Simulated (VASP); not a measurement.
# ScH5 (P6/mmm) in VASP: density of states with PBE

Aim: the density of states of ScH5 with PBE.

Everything below comes from runs of VASP 6.6.1. Logs are shortened: lines on timing, memory, paths and dates and some standing lists are left out, and cuts for length are marked.

**1. The cell of the first run**

It takes space group P6/mmm (No. 191, hexagonal). Conventional cell: a = 3.394 Å, b = 3.394 Å, c = 3.988 Å, α = 90.00°, β = 90.00°, γ = 120.00°. Within 2.6 Å of Sc (site symmetry 6/mmm) lie 14 H at 1.99 to 2.07 Å. H (site symmetry 3m) has 1 H at 1.35 Å within 1.8 Å. Within 2.6 Å of H (site symmetry 6/mmm) lie 2 Sc at 1.99 Å and 12 H at 2.36 Å.

**2. Density of states, PBE**

POSCAR

```
ScH5
1.0
    3.3944329939      0.0000000000      0.0000000000
   -1.6972164970      2.9396652041      0.0000000000
    0.0000000000      0.0000000000      3.9875025885
Sc H
1 5
Direct
    0.0000000000      0.0000000000      0.5000000000
    0.3333333333      0.6666666667      0.6688433441
    0.6666666667      0.3333333333      0.6688433441
    0.6666666667      0.3333333333      0.3311566559
    0.3333333333      0.6666666667      0.3311566559
    0.0000000000      0.0000000000      0.0000000000
```

INCAR.step1

```
PREC = Accurate
ENCUT = 520
EDIFF = 1E-7
ISMEAR = 0
SIGMA = 0.1
LREAL = F
LASPH = T
NELM = 80
ALGO = Normal
ISIF = 2
LWAVE = F
LCHARG = T
LMAXMIX = 4
GGA = PE
NBANDS = 17
```

KPOINTS.step1

```
regular mesh
0
Gamma
  12 12 10
```

INCAR.step2

```
PREC = Accurate
ENCUT = 520
EDIFF = 1E-7
ISMEAR = -5
SIGMA = 0.1
LREAL = F
LASPH = T
NELM = 80
ALGO = Normal
ISIF = 2
LWAVE = F
LCHARG = F
LMAXMIX = 4
GGA = PE
LORBIT = 10
NBANDS = 17
NEDOS = 2001
ICHARG = 11
```

KPOINTS.step2

```
regular mesh
0
Gamma
  18 18 15
```

Potentials or basis: VASP PAW PBE potentials, release 64 (Sc_sv, H).

On the command line:

```console
> cat potpaw_PBE.64/Sc_sv/POTCAR potpaw_PBE.64/H/POTCAR > POTCAR
> cp INCAR.step1 INCAR
> cp KPOINTS.step1 KPOINTS
> mpirun -np 1 vasp_std > vasp.out
> cp INCAR.step2 INCAR
> cp KPOINTS.step2 KPOINTS
> mpirun -np 1 vasp_std > vasp.out
```

OUTCAR:

```text
PREC = Accurate
   ENCUT = 520
   EDIFF = 1E-7
   ISMEAR = -5
   LREAL = F
   LASPH = T
   NELM = 80
   ISIF = 2
   GGA = PE
   LORBIT = 10
   ICHARG = 11

 ion  position               nearest neighbor table
   1  0.000  0.000  0.500-   6 1.99   6 1.99   4 2.07   5 2.07   2 2.07   3 2.07   2 2.07   5 2.07
                             3 2.07   4 2.07   3 2.07   4 2.07   2 2.07   5 2.07
   2  0.333  0.667  0.669-   1 2.07   1 2.07   1 2.07
   3  0.667  0.333  0.669-   1 2.07   1 2.07   1 2.07
   4  0.667  0.333  0.331-   1 2.07   1 2.07   1 2.07
   5  0.333  0.667  0.331-   1 2.07   1 2.07   1 2.07
   6  0.000  0.000  0.000-   1 1.99   1 1.99

  LATTYP: Found a hexagonal cell.
 ALAT       =     3.3944329939
 C/A-ratio  =     1.1747183096

  Lattice vectors:

 A1 = (   3.3944329939,   0.0000000000,   0.0000000000)
 A2 = (  -1.6972164970,   2.9396652041,   0.0000000000)
 A3 = (   0.0000000000,   0.0000000000,   3.9875025885)

Analysis of symmetry for initial positions (statically):
=====================================================================
 Subroutine PRICEL returns:
 Original cell was already a primitive cell.

 Routine SETGRP: Setting up the symmetry group for a
 hexagonal supercell.

 Subroutine GETGRP returns: Found 24 space group operations
 (whereof 24 operations were pure point group operations)
 out of a pool of 24 trial point group operations.

The static configuration has the point symmetry D_6h.

Analysis of symmetry for dynamics (positions and initial velocities):
=====================================================================
 Subroutine PRICEL returns:
 Original cell was already a primitive cell.

 Routine SETGRP: Setting up the symmetry group for a
 hexagonal supercell.

 Subroutine GETGRP returns: Found 24 space group operations
 (whereof 24 operations were pure point group operations)
 out of a pool of 24 trial point group operations.

The dynamic configuration has the point symmetry D_6h.

 Subroutine INISYM returns: Found 24 space group operations
 (whereof 24 operations are pure point group operations),
 and found     1 'primitive' translations

----------------------------------------------------------------------------------------

                                     Primitive cell

  volume of cell :      39.7893

  direct lattice vectors                    reciprocal lattice vectors
     3.394432994  0.000000000  0.000000000     0.294600012  0.170087396  0.000000000
    -1.697216497  2.939665204  0.000000000     0.000000000  0.340174792  0.000000000
     0.000000000  0.000000000  3.987502588     0.000000000  0.000000000  0.250783536

  length of vectors
     3.394432994  3.394432994  3.987502588     0.340174792  0.340174792  0.250783536

  position of ions in fractional coordinates (direct lattice)
     0.000000000  0.000000000  0.500000000
     0.333333333  0.666666667  0.668843344
     0.666666667  0.333333333  0.668843344
     0.666666667  0.333333333  0.331156656
     0.333333333  0.666666667  0.331156656
     0.000000000  0.000000000  0.000000000

  ion indices of the primitive-cell ions
   primitive index   ion index
                 1           1
                 2           2
                 3           3
                 4           4
                 5           5
                 6           6

----------------------------------------------------------------------------------------

 KPOINTS: regular mesh

Automatic generation of k-mesh.
 Grid dimensions read from file:
 generate k-points for:   18   18   15

 Generating k-lattice:

  Cartesian coordinates                     Fractional coordinates (reciprocal lattice)
     0.016366667  0.009449300  0.000000000     0.055555556  0.000000000  0.000000000
     0.000000000  0.018898600  0.000000000     0.000000000  0.055555556  0.000000000
     0.000000000  0.000000000  0.016718902     0.000000000  0.000000000  0.066666667

  Length of vectors
     0.018898600  0.018898600  0.016718902

  Shift w.r.t. Gamma in fractional coordinates (k-lattice)
     0.000000000  0.000000000  0.000000000

 TETIRR: Found   4782 inequivalent tetrahedra from    29160

 Subroutine IBZKPT returns following result:
 ===========================================

 Found    296 irreducible k-points:

 Following reciprocal coordinates:
            Coordinates               Weight
  0.000000  0.000000  0.000000      1.000000
  0.055556  0.000000  0.000000      6.000000
  0.111111  0.000000  0.000000      6.000000
  0.166667  0.000000  0.000000      6.000000
  0.222222  0.000000  0.000000      6.000000
  0.277778  0.000000  0.000000      6.000000
[... 16 lines left out ...]
  0.333333  0.111111  0.000000     12.000000
  0.388889  0.111111  0.000000     12.000000
 [... further k-points ...]
   k-points           NKPTS =    296   k-points in BZ     NKDIM =    296   number of bands    NBANDS=     17
   number of dos      NEDOS =   2001   number of ions     NIONS =      6
   total plane-waves  NPLWV =  23520
   dimension x,y,z NGX =    28 NGY =   28 NGZ =   30
   dimension x,y,z NGXF=    56 NGYF=   56 NGZF=   60
   ions per type =               1   5
   NGX,Y,Z   is equivalent  to a cutoff of  13.71, 13.71, 12.51 a.u.
   NGXF,Y,Z  is equivalent  to a cutoff of  27.43, 27.43, 25.02 a.u.
 SYSTEM =  unknown system
   PREC   = accura    normal or accurate (medium, high low for compatibility)
   ISTART =      0    job   : 0-new  1-cont  2-samecut
   ICHARG =     11    charge: 1-file 2-atom 10-const
   ISPIN  =      1    spin polarized calculation?
   LNONCOLLINEAR =      F non collinear calculations
   LSORBIT =      F    spin-orbit coupling
   LASPH  =      T    aspherical Exc in radial PAW
   ENCUT  =  520.0 eV  38.22 Ry    6.18 a.u.   6.31  6.31  7.41*2*pi/ulx,y,z
   NELM   =     80;   NELMIN=  2; NELMDL=  0     # of ELM steps
   EDIFF  = 0.1E-06   stopping-criterion for ELM
   LREAL  =      F    real-space projection
   EDIFFG = 0.1E-05   stopping-criterion for IOM
   NSW    =      0    number of steps for IOM
   IBRION =     -1    ionic relax: 0-MD 1-quasi-New 2-CG
   NFREE  =      0    steps in history (QN), initial steepest desc. (CG)
   ISIF   =      2    stress and relaxation
   ISYM   =      2    0-nonsym 1-usesym 2-fastsym
   POTIM  = 0.5000    time-step for ionic-motion
   TEBEG  =    0.0;   TEEND  =   0.0 temperature during run
   PSTRESS=    0.0 pullay stress
   NELECT =      16.0000    total number of electrons
   NUPDOWN=      -1.0000    fix difference up-down
   EMIN   =  10.00;   EMAX   =-10.00  energy-range for DOS
   EFERMI =   0.00;   METHOD = LEGACY
   ISMEAR =    -5;   SIGMA  =   0.10  broadening in eV -4-tet -1-fermi 0-gaus
   EFERMI_NEDOS =   21; number of points for ismear=-14 and -15
   IALGO  =     38    algorithm
   IMIX   =      4    mixing-type and parameters
     AMIX     =   0.40;   BMIX     =  1.00
     AMIX_MAG =   1.60;   BMIX_MAG =  1.00
  volume/ion in A,a.u.               =       6.63        44.75
  Fermi-wavevector in a.u.,A,eV,Ry     =   1.208350  2.283451 19.866003  1.460110
  Thomas-Fermi vector in A             =   2.343961
   LORBIT       =     10    0 simple, 1 ext, 2 COOP (PROOUT), +10 PAW based schemes
   GGA     = PE    functional components
   LHFCALC =     F    Hartree Fock is set to
   AEXX    =    0.0000 exact exchange contribution
   IVDW    =     0    specifies the selected vdW correction
   LEPSILON=     F    determine dielectric tensor
   LRPA    =     F    only Hartree local field effects (RPA)
 non-spin polarized calculation
 Fermi weights with tetrahedron method with Bloechl corrections
  energy-cutoff  :      520.00
  volume of cell :       39.79
 maximum number of plane-waves:      1087
 NGX is ok and might be reduce to    28

 number of electron      16.0000000 magnetization

 Free energy of the ion-electron system (eV)
  ---------------------------------------------------
  ext. energy  EPLUGINS =         0.00000000
  ---------------------------------------------------
  free energy    TOTEN  =       -22.78094206 eV

  energy without entropy =      -22.78094206  energy(sigma->0) =      -22.78094206

 E-fermi :   1.9345     XC(G=0): -10.0048

 val. band max:        1.9415839928   @ k =   0.0556   0.0556   0.2667
 cond. band min:       1.9449169135   @ k =   0.3333   0.2222   0.2000
 fundamental gap:      0.0033329207
 Fermi energy:         1.9345082462

 k-point     1 :       0.0000    0.0000    0.0000
  band No.  band energies     occupation
      1     -46.8642      2.00000
      2     -25.5134      2.00000
      3     -25.5134      2.00000
      4     -25.3350      2.00000
      5      -8.2864      2.00000
      6      -1.3127      2.00000
[... 9 lines left out ...]
     16      14.7674      0.00000
     17      14.7674      0.00000

 k-point     2 :       0.0556    0.0000    0.0000
  band No.  band energies     occupation
      1     -46.8631      2.00000
      2     -25.5235      2.00000
      3     -25.5152      2.00000
      4     -25.3336      2.00000
      5      -8.2258      2.00000
      6      -1.2906      2.00000
[... 9 lines left out ...]
     16      14.3603      0.00000
     17      14.6677      0.00000

 k-point     3 :       0.1111    0.0000    0.0000
  band No.  band energies     occupation
      1     -46.8602      2.00000
      2     -25.5524      2.00000
      3     -25.5206      2.00000
      4     -25.3297      2.00000
      5      -8.0467      2.00000
      6      -1.2273      2.00000
[... 9 lines left out ...]
     16      13.5969      0.00000
     17      14.4942      0.00000

 k-point     4 :       0.1667    0.0000    0.0000
  band No.  band energies     occupation
      1     -46.8558      2.00000
      2     -25.5963      2.00000
      3     -25.5288      2.00000
      4     -25.3236      2.00000
      5      -7.7579      2.00000
      6      -1.1360      2.00000
[... 9 lines left out ...]
     16      12.7801      0.00000
     17      14.3411      0.00000

 k-point     5 :       0.2222    0.0000    0.0000
  band No.  band energies     occupation
      1     -46.8504      2.00000
      2     -25.6495      2.00000
      3     -25.5388      2.00000
      4     -25.3162      2.00000
      5      -7.3734      2.00000
      6      -1.8363      2.00000
[... 9 lines left out ...]
     16      11.9733      0.00000
     17      14.2671      0.00000

 k-point     6 :       0.2778    0.0000    0.0000
  band No.  band energies     occupation
      1     -46.8445      2.00000
      2     -25.7054      2.00000
      3     -25.5495      2.00000
      4     -25.3083      2.00000
      5      -6.9121      2.00000
      6      -2.5073      2.00000
[... 9 lines left out ...]
     16      11.1973      0.00000
     17      14.3255      0.00000
[... 281 lines left out ...]
 k-point    21 :       0.2222    0.1111    0.0000
  band No.  band energies     occupation
      1     -46.8428      2.00000
      2     -25.7105      2.00000
      3     -25.5649      2.00000
      4     -25.3059      2.00000
      5      -6.7649      2.00000
      6      -2.6579      2.00000
[... 9 lines left out ...]
     16      11.5387      0.00000
     17      13.7230      0.00000

 k-point    22 :       0.2778    0.1111    0.0000
  band No.  band energies     occupation
      1     -46.8376      2.00000
      2     -25.7549      2.00000
      3     -25.5787      2.00000
      4     -25.2989      2.00000
      5      -6.2638      2.00000
      6      -3.2009      2.00000
[... 9 lines left out ...]
     16      11.2064      0.00000
     17      13.8196      0.00000

 k-point    23 :       0.3333    0.1111    0.0000
  band No.  band energies     occupation
      1     -46.8334      2.00000
      2     -25.7907      2.00000
      3     -25.5899      2.00000
      4     -25.2932      2.00000
      5      -5.7381      2.00000
      6      -3.7043      2.00000
[... 9 lines left out ...]
     16      11.0165      0.00000
     17      14.0737      0.00000

 k-point    24 :       0.3889    0.1111    0.0000
  band No.  band energies     occupation
      1     -46.8307      2.00000
      2     -25.8139      2.00000
      3     -25.5972      2.00000
      4     -25.2895      2.00000
      5      -5.2161      2.00000
      6      -4.1850      2.00000
[... 9 lines left out ...]
     16      10.9343      0.00000
     17      14.2793      0.00000

 [... further k-points ...]
[... 5 lines left out ...]
  --------------------------------------------------------------------------------------
  -------------------------------------------------------------------------------------
  Total        0.0376163      0.0376163     -0.0321322     -0.0000000      0.0000000      0.0000000
  in kB        1.5146796      1.5146796     -1.2938512     -0.0000000      0.0000000      0.0000000
  external PRESSURE =       0.5785026 kB  Pullay stress =       0.0000000 kB

 VOLUME and BASIS-vectors are now :
 -----------------------------------------------------------------------------
  energy-cutoff  :      520.00
  volume of cell :       39.79
      direct lattice vectors                 reciprocal lattice vectors
     3.394432994  0.000000000  0.000000000     0.294600012  0.170087396  0.000000000
    -1.697216497  2.939665204  0.000000000     0.000000000  0.340174792  0.000000000
     0.000000000  0.000000000  3.987502588     0.000000000  0.000000000  0.250783536

 POSITION                                       TOTAL-FORCE (eV/Angst)
 -----------------------------------------------------------------------------------
      0.00000      0.00000      1.99375        -0.000000      0.000000      0.000000
     -0.00000      1.95978      2.66701         0.000000      0.000000      0.012923
      1.69722      0.97989      2.66701        -0.000000      0.000000      0.012923
      1.69722      0.97989      1.32049        -0.000000      0.000000     -0.012923
     -0.00000      1.95978      1.32049         0.000000     -0.000000     -0.012923
      0.00000      0.00000      0.00000        -0.000000      0.000000      0.000000
 -----------------------------------------------------------------------------------
    total drift:                               -0.000000      0.000000     -0.000000

  FREE ENERGIE OF THE ION-ELECTRON SYSTEM (eV)
  ---------------------------------------------------
  free  energy   TOTEN  =       -22.7809420603 eV

  energy  without entropy=      -22.7809420603  energy(sigma->0) =      -22.78094206

 total charge

# of ion       s       p       d       tot
------------------------------------------
    1        2.171   6.198   1.229   9.599
    2        0.494   0.013   0.000   0.507
    3        0.494   0.013   0.000   0.507
    4        0.494   0.013   0.000   0.507
    5        0.494   0.013   0.000   0.507
    6        0.522   0.004   0.000   0.526
--------------------------------------------------
tot          4.668   6.254   1.229  12.151
```

It took 2.5 min on 1 thread of Intel Xeon Platinum 8488C (Sapphire Rapids), shared host; peak memory 0.3 GiB.

Results:

| Quantity | Value |
| --- | --- |
| Valence electrons inside the program's atomic spheres | Sc 9.60; H 0.51, 0.53 |

Caveat: tetrahedron occupations give inexact forces and stress in metals.
